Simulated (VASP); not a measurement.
# In (Im-3m) in VASP: further runs

In is run at these levels: PBE; tasks: single point.

All numbers are computed with VASP 6.6.1; they aren't measurements. Logs are shortened: lines on timing, memory, paths and dates and some standing lists are left out, and cuts for length are marked.

### Step 1. The cell of the first run

It takes space group Im-3m (No. 229, cubic). Conventional cell: a = 3.043 Å, b = 3.043 Å, c = 3.043 Å, α = 90.00°, β = 90.00°, γ = 90.00°. In (site symmetry m-3m) has 14 In at 2.63 to 3.04 Å within 3.5 Å.

### Step 2. Single point, PBE (volume scaled by 0.507, to set the pressure)

INCAR

```
SYSTEM = In
PREC = Accurate
ENCUT = 520
EDIFF = 1E-7
ISMEAR = -1
SIGMA = 0.08
LREAL = .FALSE.
LASPH = .TRUE.
NELM = 100
ALGO = Normal
ISIF = 2
LWAVE = .FALSE.
LCHARG = .FALSE.
GGA = PE
NBANDS = 12
```

KPOINTS

```
Automatic mesh
0
G
  18 18 18
  0 0 0
```

POSCAR

```
In
1.0
   -1.5212905220      1.5212905220      1.5212905220
    1.5212905220     -1.5212905220      1.5212905220
    1.5212905220      1.5212905220     -1.5212905220
In
1
Direct
    0.0000000000      0.0000000000      0.0000000000
```

Potentials or basis: VASP PAW PBE potentials, release 64 (In_d).

Command:

```console
$ cat potpaw_PBE.64/In_d/POTCAR > POTCAR
$ mpirun -np 1 vasp_std > vasp.out
```

OUTCAR:

```text
SYSTEM = In
   PREC = Accurate
   ENCUT = 520
   EDIFF = 1E-7
   ISMEAR = -1
   LREAL = .FALSE.
   LASPH = .TRUE.
   NELM = 100
   ISIF = 2
   GGA = PE

 ion  position               nearest neighbor table
   1  0.000  0.000  0.000-

  LATTYP: Found a body centered cubic cell.
 ALAT       =     3.0425810440

  Lattice vectors:

 A1 = (  -1.5212905220,   1.5212905220,   1.5212905220)
 A2 = (   1.5212905220,  -1.5212905220,   1.5212905220)
 A3 = (   1.5212905220,   1.5212905220,  -1.5212905220)

Analysis of symmetry for initial positions (statically):
=====================================================================
 Subroutine PRICEL returns:
 Original cell was already a primitive cell.

 Routine SETGRP: Setting up the symmetry group for a
 body centered cubic supercell.

 Subroutine GETGRP returns: Found 48 space group operations
 (whereof 48 operations were pure point group operations)
 out of a pool of 48 trial point group operations.

The static configuration has the point symmetry O_h .

Analysis of symmetry for dynamics (positions and initial velocities):
=====================================================================
 Subroutine PRICEL returns:
 Original cell was already a primitive cell.

 Routine SETGRP: Setting up the symmetry group for a
 body centered cubic supercell.

 Subroutine GETGRP returns: Found 48 space group operations
 (whereof 48 operations were pure point group operations)
 out of a pool of 48 trial point group operations.

The dynamic configuration has the point symmetry O_h .

 Subroutine INISYM returns: Found 48 space group operations
 (whereof 48 operations are pure point group operations),
 and found     1 'primitive' translations

----------------------------------------------------------------------------------------

                                     Primitive cell

  volume of cell :      14.0830

  direct lattice vectors                    reciprocal lattice vectors
    -1.521290522  1.521290522  1.521290522     0.000000000  0.328668320  0.328668320
     1.521290522 -1.521290522  1.521290522     0.328668320  0.000000000  0.328668320
     1.521290522  1.521290522 -1.521290522     0.328668320  0.328668320  0.000000000

  length of vectors
     2.634952477  2.634952477  2.634952477     0.464807196  0.464807196  0.464807196

[... 77 lines left out ...]
   NELM   =    100;   NELMIN=  2; NELMDL= -5     # of ELM steps
   EDIFF  = 0.1E-06   stopping-criterion for ELM
   LREAL  =      F    real-space projection
   EDIFFG = 0.1E-05   stopping-criterion for IOM
   NSW    =      0    number of steps for IOM
   IBRION =     -1    ionic relax: 0-MD 1-quasi-New 2-CG
   NFREE  =      0    steps in history (QN), initial steepest desc. (CG)
   ISIF   =      2    stress and relaxation
   ISYM   =      2    0-nonsym 1-usesym 2-fastsym
   POTIM  = 0.5000    time-step for ionic-motion
   TEBEG  =    0.0;   TEEND  =   0.0 temperature during run
   PSTRESS=    0.0 pullay stress
   NELECT =      13.0000    total number of electrons
   NUPDOWN=      -1.0000    fix difference up-down
   EMIN   =  10.00;   EMAX   =-10.00  energy-range for DOS
   EFERMI =   0.00;   METHOD = LEGACY
   ISMEAR =    -1;   SIGMA  =   0.08  broadening in eV -4-tet -1-fermi 0-gaus
   EFERMI_NEDOS =   21; number of points for ismear=-14 and -15
   IALGO  =     38    algorithm
   IMIX   =      4    mixing-type and parameters
     AMIX     =   0.40;   BMIX     =  1.00
     AMIX_MAG =   1.60;   BMIX_MAG =  1.00
  volume/ion in A,a.u.               =      14.08        95.04
  Fermi-wavevector in a.u.,A,eV,Ry     =   1.594008  3.012238 34.570513  2.540861
  Thomas-Fermi vector in A             =   2.692149
   LORBIT       =      0    0 simple, 1 ext, 2 COOP (PROOUT), +10 PAW based schemes
   GGA     = PE    functional components
   LHFCALC =     F    Hartree Fock is set to
   AEXX    =    0.0000 exact exchange contribution
   IVDW    =     0    specifies the selected vdW correction
   LEPSILON=     F    determine dielectric tensor
   LRPA    =     F    only Hartree local field effects (RPA)
 non-spin polarized calculation
  energy-cutoff  :      520.00
  volume of cell :       14.08
 maximum number of plane-waves:       394
   NGX =  9   NGY =  9   NGZ =  9

 number of electron      13.0000002 magnetization

 Free energy of the ion-electron system (eV)
  ---------------------------------------------------
  ext. energy  EPLUGINS =         0.00000000
  ---------------------------------------------------
  free energy    TOTEN  =         0.37630294 eV

  energy without entropy =        0.38196165  energy(sigma->0) =        0.37913229

 E-fermi :  17.8121     XC(G=0): -13.5802

 val. band max:       17.7674831247   @ k =  -0.3333   0.4444   0.0556
 cond. band min:      17.8161810455   @ k =   0.2778   0.2222   0.2222
 fundamental gap:      0.0486979208
 Fermi energy:        17.8121244140

 k-point     1 :       0.0000    0.0000    0.0000
  band No.  band energies     occupation
      1       0.8407      2.00000
      2       0.8407      2.00000
      3       0.8407      2.00000
      4       1.9904      2.00000
      5       1.9904      2.00000
      6       2.0178      2.00000
      7      31.3574      0.00000
      8      31.3574      0.00000
      9      31.3574      0.00000
     10      37.5689      0.00000
     11      37.5689      0.00000
     12      37.5690      0.00000
[... 331 lines left out ...]
 k-point    24 :       0.3889    0.1111    0.0000
  band No.  band energies     occupation
      1       0.2472      2.00000
      2       0.3858      2.00000
      3       1.8984      2.00000
      4       1.9576      2.00000
      5       2.5392      2.00000
      6      10.2635      2.00000
      7      15.2881      2.00000
      8      23.9615      0.00000
      9      26.5958      0.00000
     10      32.7592      0.00000
     11      36.2443      0.00000
     12      37.7100      0.00000

 [... further k-points ...]
[... 5 lines left out ...]
  --------------------------------------------------------------------------------------
  -------------------------------------------------------------------------------------
  Total       11.9256681     11.9256681     11.9256681      0.0000000      0.0000000     -0.0000000
  in kB     1356.7406293   1356.7406293   1356.7406293      0.0000000      0.0000000     -0.0000000
  external PRESSURE =    1356.7406293 kB  Pullay stress =       0.0000000 kB

 VOLUME and BASIS-vectors are now :
 -----------------------------------------------------------------------------
  energy-cutoff  :      520.00
  volume of cell :       14.08
      direct lattice vectors                 reciprocal lattice vectors
    -1.521290522  1.521290522  1.521290522     0.000000000  0.328668320  0.328668320
     1.521290522 -1.521290522  1.521290522     0.328668320  0.000000000  0.328668320
     1.521290522  1.521290522 -1.521290522     0.328668320  0.328668320  0.000000000

 POSITION                                       TOTAL-FORCE (eV/Angst)
 -----------------------------------------------------------------------------------
      0.00000      0.00000      0.00000         0.000000     -0.000000      0.000000
 -----------------------------------------------------------------------------------
    total drift:                                0.000000     -0.000000      0.000000

  FREE ENERGIE OF THE ION-ELECTRON SYSTEM (eV)
  ---------------------------------------------------
  free  energy   TOTEN  =         0.3763029390 eV

  energy  without entropy=        0.3819616508  energy(sigma->0) =        0.37913229
```

stdout:

```text
POSCAR found type information on POSCAR In
 POSCAR found :  1 types and       1 ions
 scaLAPACK will be used
 LDA part: xc-table for (Slater+PW92), standard interpolation
 POSCAR, INCAR and KPOINTS ok, starting setup
 FFT: planning ... GRIDC
 FFT: planning ... GRID_SOFT
 FFT: planning ... GRID
 WAVECAR not read
 entering main loop
```

Run time: 20 s. Hardware: 1 thread of Intel Xeon 6975P-C, shared host; peak memory 0.15 GiB.

Results:

- Free energy: 0.3763 eV
- Pressure: 135.7 GPa

Caveat: the cell differs from its parent crystal (volume scaled by 0.507, to set the pressure); spin-orbit coupling is left out, which moves the levels of the heavy elements.

### Step 3. Single point, PBE

This run uses another cell than the first one, of 13.96 Å³/atom, 0.991 times its volume.

INCAR: that of step 2 with these lines changed.

```diff
@@ -3,3 +3,3 @@
 ENCUT = 520
-EDIFF = 1E-7
+EDIFF = 1E-6
 ISMEAR = -1
@@ -8,3 +8,3 @@
 LASPH = .TRUE.
-NELM = 100
+NELM = 60
 ALGO = Normal
```

KPOINTS is that of step 2.

POSCAR

```
In
1.0
   -1.5169579684      1.5169579684      1.5169579684
    1.5169579684     -1.5169579684      1.5169579684
    1.5169579684      1.5169579684     -1.5169579684
In
1
Direct
    0.0000000000      0.0000000000      0.0000000000
```

Potentials or basis: VASP PAW PBE potentials, release 64 (In_d).

Command:

```console
$ cat potpaw_PBE.64/In_d/POTCAR > POTCAR
$ mpirun -np 1 vasp_std > vasp.out
```

Wall time 17 s (1 thread of Intel Xeon 6975P-C, shared host); peak memory 0.15 GiB.

The run converged. Its results:

| Property | Result |
| --- | --- |
| Free energy | 0.4797 eV |
| Pressure | 140.0 GPa |

Levels at points of the mesh, in eV from the Fermi level:
| k point | band 3 | band 4 | band 5 | band 6 | band 7 | band 8 | band 9 | band 10 |
| --- | --- | --- | --- | --- | --- | --- | --- | --- |
| (0.00, 0.00, 0.00) | -17.03 | -15.91 | -15.86 | -15.86 | 13.52 | 13.52 | 13.52 | 19.90 |
| (0.50, 0.00, 0.00) | -15.92 | -15.81 | -15.06 | -7.13 | -3.95 | 8.27 | 8.98 | 14.33 |
| (0.50, 0.50, 0.50) | -15.26 | -15.26 | -15.26 | 0.59 | 0.59 | 0.59 | 6.77 | 6.77 |

Caveat: spin-orbit coupling is left out, which moves the levels of the heavy elements.

### Step 4. Single point, PBE

This run uses another cell than the first one, of 13.96 Å³/atom, 0.991 times its volume.

INCAR

```
  ALGO = Normal
  EDIFF = 1E-6
  ENCUT = 520
  GGA = PE
  ISIF = 2
  ISMEAR = -1
  LASPH = T
  LCHARG = F
  LREAL = F
  LWAVE = F
  NBANDS = 12
  NELM = 100
  PREC = Accurate
  SIGMA = 0.08
```

KPOINTS

```
k-points
0
Gamma
  18 18 18
```

POSCAR

```
In
1.0
   -1.5168553944      1.5168553944      1.5168553944
    1.5168553944     -1.5168553944      1.5168553944
    1.5168553944      1.5168553944     -1.5168553944
In
1
Direct
    0.0000000000      0.0000000000      0.0000000000
```

Command:

```console
$ cat potpaw_PBE.64/In_d/POTCAR > POTCAR
$ mpirun -np 1 vasp_std > vasp.out
```

It took 21 s on 1 thread of Intel Xeon 6975P-C, shared host; peak memory 0.15 GiB.

The run converged. Its results:

* Free energy: 0.4822 eV
* Pressure: 140.5 GPa

Levels at points of the mesh, in eV from the Fermi level:
```csv
k point,band 2,band 3,band 4,band 5,band 6,band 7,band 8,band 9,band 10,band 11
"(0.00, 0.00, 0.00)",-17.03,-17.03,-15.92,-15.86,-15.86,13.52,13.52,13.52,19.90,19.90
"(0.50, 0.00, 0.00)",-17.62,-15.92,-15.81,-15.06,-7.14,-3.95,8.27,8.98,14.33,16.24
"(0.50, 0.50, 0.50)",-17.94,-15.26,-15.26,-15.26,0.59,0.59,0.59,6.78,6.78,6.99
```

Caveat: spin-orbit coupling is left out, which moves the levels of the heavy elements.

### Step 5. Single point, PBE

This run uses another cell than the first one, of 27.78 Å³/atom, 1.972 times its volume.

INCAR

```
SYSTEM = In
PREC     = Accurate       ! precision mode
ENCUT    = 520            ! plane-wave cutoff, eV
EDIFF    = 1E-7           ! SCF threshold, eV
ISMEAR   = -1             ! smearing method
SIGMA    = 0.08           ! smearing width, eV
LREAL    = .FALSE.        ! projectors in reciprocal space
LASPH    = .TRUE.         ! aspherical terms in the spheres
NELM     = 100            ! most SCF steps
ALGO     = Normal         ! electronic algorithm
ISIF     = 2              ! what is computed and relaxed
LWAVE    = .FALSE.        ! write WAVECAR
LCHARG   = .TRUE.         ! write CHGCAR
GGA      = PE             ! functional
LELF     = .TRUE.         ! ELF
LVHAR    = .TRUE.       
NBANDS   = 12             ! bands
```

KPOINTS

```
regular mesh
0
G
  18 18 18
  0 0 0
```

POSCAR

```
In
1.0
   -1.9078439086      1.9078439086      1.9078439086
    1.9078439086     -1.9078439086      1.9078439086
    1.9078439086      1.9078439086     -1.9078439086
In
1
Direct
    0.0000000000      0.0000000000      0.0000000000
```

Command:

```console
$ cat potpaw_PBE.64/In_d/POTCAR > POTCAR
$ mpirun -np 1 vasp_std > vasp.out
```

It took 44 s on 1 thread of Intel Xeon 6975P-C, shared host; peak memory 0.2 GiB.

Results (log left out):

- Free energy: -2.5553 eV
- Pressure: 0.0 GPa

Levels at points of the mesh, in eV from the Fermi level:
| k point | band 2 | band 3 | band 4 | band 5 | band 6 | band 7 | band 8 | band 9 | band 10 | band 11 |
| --- | --- | --- | --- | --- | --- | --- | --- | --- | --- | --- |
| (0.00, 0.00, 0.00) | -14.62 | -14.62 | -14.38 | -14.38 | -9.14 | 10.47 | 10.47 | 10.47 | 12.82 | 12.82 |
| (0.50, 0.00, 0.00) | -14.65 | -14.40 | -14.39 | -14.23 | -3.92 | -2.94 | 5.65 | 7.11 | 9.73 | 9.79 |
| (0.50, 0.50, 0.50) | -14.71 | -14.27 | -14.27 | -14.27 | 0.62 | 1.27 | 1.27 | 1.27 | 5.18 | 5.18 |

Caveat: spin-orbit coupling is left out, which moves the levels of the heavy elements.

### Step 6. The runs side by side

```tsv
cell	gap on the mesh (eV)	pressure (GPa)
a = 2.635 Å, angles 109.5°, 1 atom	none	135.7
a = 2.627 Å, angles 109.5°, 1 atom	none	140.5
a = 3.304 Å, angles 109.5°, 1 atom	none	0.0
```

Alike in all rows: task single point; level PBE; potentials or basis VASP PAW PBE potentials, release 64 (In_d); no spin polarisation; k mesh 18 × 18 × 18; cutoff (eV) 520; smearing fermi-dirac 0.08 eV.

Caveats: spin-orbit coupling is left out, which moves the levels of the heavy elements.

Absolute energies hang on the potentials; compare differences alone.
